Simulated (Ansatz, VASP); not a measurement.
One calculation of SiC, two programs

The input INCAR:

```
ALGO = Normal
EDIFF = 1E-7
ENCUT = 520
GGA = PE
ISIF = 2
ISMEAR = 0
LASPH = True
LCHARG = False
LREAL = False
LWAVE = False
NBANDS = 26
NELM = 60
PREC = Accurate
SIGMA = 0.05
```

Contents of KPOINTS:

```
k-points
0
Gamma
  12 12 4
```

Contents of POSCAR:

```
SiC
1.0
    3.2178849880      0.0000000000      0.0000000000
   -1.6089424940      2.7867701460      0.0000000000
    0.0000000000      0.0000000000     10.1293391985
Si C
4 4
Direct
    0.6666666667      0.3333333333      0.9378441878
    0.3333333333      0.6666666667      0.4378441878
    0.0000000000      0.0000000000      0.6878995565
    0.0000000000      0.0000000000      0.1878995565
    0.6666666667      0.3333333333      0.7498074459
    0.3333333333      0.6666666667      0.2498074459
    0.0000000000      0.0000000000      0.5004478098
    0.0000000000      0.0000000000      0.0004478098
```

Input for Ansatz:

```yaml
crystal:
  lattice:
    - [3.217884988, 0.0, 0.0]
    - [-1.608942494, 2.786770146, 0.0]
    - [0.0, 0.0, 10.1293391985]
  atoms:
    - { symbol: Si, position: [0.6666666667, 0.3333333333, 0.9378441878] }
    - { symbol: Si, position: [0.3333333333, 0.6666666667, 0.4378441878] }
    - { symbol: Si, position: [0.0, 0.0, 0.6878995565] }
    - { symbol: Si, position: [0.0, 0.0, 0.1878995565] }
    - { symbol: C, position: [0.6666666667, 0.3333333333, 0.7498074459] }
    - { symbol: C, position: [0.3333333333, 0.6666666667, 0.2498074459] }
    - { symbol: C, position: [0.0, 0.0, 0.5004478098] }
    - { symbol: C, position: [0.0, 0.0, 0.0004478098] }
basis:
  ecutwfc: 420
kpoints:
  mp_grid: { grid: [12, 12, 4] }
hamiltonian:
  xc: pbe
scf:
  occupations: { method: gaussian, width: 0.05 }
output:
  forces: true
  stress: true
  eigenvalues: true
```

Change from the starting cell: strain +0.040 along x and y, +0.000 along z, atoms carried along.

Alike in both runs: task single point; functional PBE; k mesh 12 × 12 × 4; occupations gaussian, width 0.05 eV; no spin polarisation.

|  | VASP | Ansatz |
| --- | --- | --- |
| version | VASP 6.6.1 | Ansatz 0.2.0 |
| potentials or method | VASP PAW PBE potentials, release 64 (Si, C), cutoff 520 eV | scalar-relativistic, plane waves, PAW |
| valence electrons in the cell | 32 | 32 |

```tsv
	VASP	Ansatz	Ansatz less VASP
gap on the k mesh at the Fermi level (eV)	2.05	2.05	+0.003
least direct gap on the mesh (eV)	3.12	3.12	+0.001
pressure (GPa)	-14.0	-14.0	+0.02
traceless stress, the component that is largest in VASP (GPa)	11.79	11.74	-0.052
rms of the force components (eV/Å)	0.147	0.147	-0.0001
```

Atom by atom the forces differ by 0.001 eV/Å (rms over components).
